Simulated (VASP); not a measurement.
Set up this calculation in VASP 6.6.1, as the native input.

```
Task                   : single point
Functional             : LDA
Potentials or basis    : VASP PAW LDA potentials, release 64 (Li_sv, F)
Cutoff                 : 520 eV
k mesh                 : 10 × 10 × 10
Occupations            : gaussian, width 0.05 eV
Spin                   : no spin polarisation
Dipole correction      : no
Further INCAR settings : ALGO = Normal; EDIFF = 1e-06; NBANDS = 12
```

The structure of LiF lies in POSCAR:

```
LiF
1.0
    2.4315563500      0.0000000000      0.0000000000
    0.0000000000      2.4315563500      0.0000000000
    0.0000000000      0.0000000000      2.5595330000
Li F
1 1
Direct
    0.0000000000      0.0000000000      0.0000000000
    0.5000000000      0.5000000000      0.5000000000
```

This cell differs from its parent crystal: strain -0.050 along x and y, +0.000 along z.

One way to write it, as run:

INCAR

```
PREC = Accurate
ENCUT = 520
EDIFF = 1E-6
ISMEAR = 0
SIGMA = 0.05
LREAL = False
LASPH = True
NELM = 100
ALGO = Normal
ISIF = 2
LWAVE = False
LCHARG = False
NBANDS = 12
```

KPOINTS

```
regular mesh
0
Gamma
  10 10 10
```

Potentials or basis: VASP PAW LDA potentials, release 64 (Li_sv, F).

Run with:

```sh
$ cat potpaw_LDA.64/Li_sv/POTCAR potpaw_LDA.64/F/POTCAR > POTCAR
$ mpirun -np 1 vasp_std > vasp.out
```

It gave:

```
Band gap on the k mesh : 8.02 eV (least direct gap 8.75 eV)
```

Caveat: the cell differs from its parent crystal (strain -0.050 along x and y, +0.000 along z).

Run time: 12 s on 1 thread of Intel Xeon 8259CL, on a shared host, peak memory 0.13 GiB.
